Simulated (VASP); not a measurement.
Here is a VASP 6.6.1 calculation.

INCAR

```
SYSTEM = NbRu3C
PREC     = Accurate       ! precision mode
ENCUT    = 600            ! plane-wave cutoff, eV
EDIFF    = 1E-7           ! SCF threshold, eV
ISMEAR   = -1             ! smearing method
SIGMA    = 0.05           ! smearing width, eV
LREAL    = .FALSE.        ! projectors in reciprocal space
LASPH    = .TRUE.         ! aspherical terms in the spheres
NELM     = 100            ! most SCF steps
ALGO     = Normal         ! electronic algorithm
ISIF     = 3              ! what is computed and relaxed
LWAVE    = .FALSE.        ! write WAVECAR
LCHARG   = .FALSE.        ! write CHGCAR
IBRION   = 2              ! ionic algorithm
NSW      = 60             ! ionic steps
EDIFFG   = -0.01          ! ionic threshold
```

The input KPOINTS:

```
Automatic mesh
0
G
  7 7 7
  0 0 0
```

The input POSCAR:

```
NbRu3C
1.0
    4.0651380000      0.0000000000      0.0000000000
    0.0000000000      4.0651380000      0.0000000000
    0.0000000000      0.0000000000      4.0651380000
Ru Nb C
3 1 1
Direct
    0.5000000000      0.5000000000      0.0000000000
    0.5000000000      0.0000000000      0.5000000000
    0.0000000000      0.5000000000      0.5000000000
    0.0000000000      0.0000000000      0.0000000000
    0.5000000000      0.5000000000      0.5000000000
```

Potentials or basis: VASP PAW LDA potentials, release 64 (Ru_pv, Nb_sv, C).

Command:

```console
$ cat potpaw_LDA.64/Ru_pv/POTCAR potpaw_LDA.64/Nb_sv/POTCAR potpaw_LDA.64/C/POTCAR > POTCAR
$ mpirun -np 1 vasp_std > vasp.out
```

Task: What does it give for the relaxed volume?

Result: 12.69 Å³/atom.

Task: What does it give for the relaxed cell?

Result: a = 3.988 Å, b = 3.988 Å, c = 3.988 Å, α = 90.00°, β = 90.00°, γ = 90.00°.

Task: What does it give for the band gap on the k mesh?

Result: Zero (an odd number of electrons rules out a gap without spin polarisation).

Final structure:
```
CELL_PARAMETERS angstrom
3.98802 0.00000 0.00000
0.00000 3.98802 0.00000
0.00000 0.00000 3.98802
ATOMIC_POSITIONS crystal
Ru 0.50000 0.50000 0.00000
Ru 0.50000 0.00000 0.50000
Ru 0.00000 0.50000 0.50000
Nb 0.00000 0.00000 0.00000
C 0.50000 0.50000 0.50000
```
